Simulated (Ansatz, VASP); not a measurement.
# One calculation of Y, two programs

```
Y
1.0
     3.27570    0.00000    0.00000
     0.00000    3.27570    0.00000
     0.00000    0.00000    3.27570
Y
1
Direct
  0.00000 0.00000 0.00000
```

Alike in both runs: task single point; functional r2SCAN; k mesh 6 × 6 × 6; occupations gaussian, width 0.1 eV; no spin polarisation.

```csv
,VASP,Ansatz
version,VASP 6.6.1,Ansatz 0.2.0
potentials or method,"VASP PAW PBE potentials, release 64 (Y_sv), cutoff 520 eV","scalar-relativistic, plane waves, PAW"
valence electrons in the cell,11,11
```

```tsv
	VASP	Ansatz	Ansatz less VASP
gap on the k mesh at the Fermi level (eV)	none	none	-
pressure (GPa)	-0.7	-0.7	-0.04
```

VASP's potentials were made for PBE, not for r2SCAN. A gap of «none» marks a metal or a gap that the smearing closes.
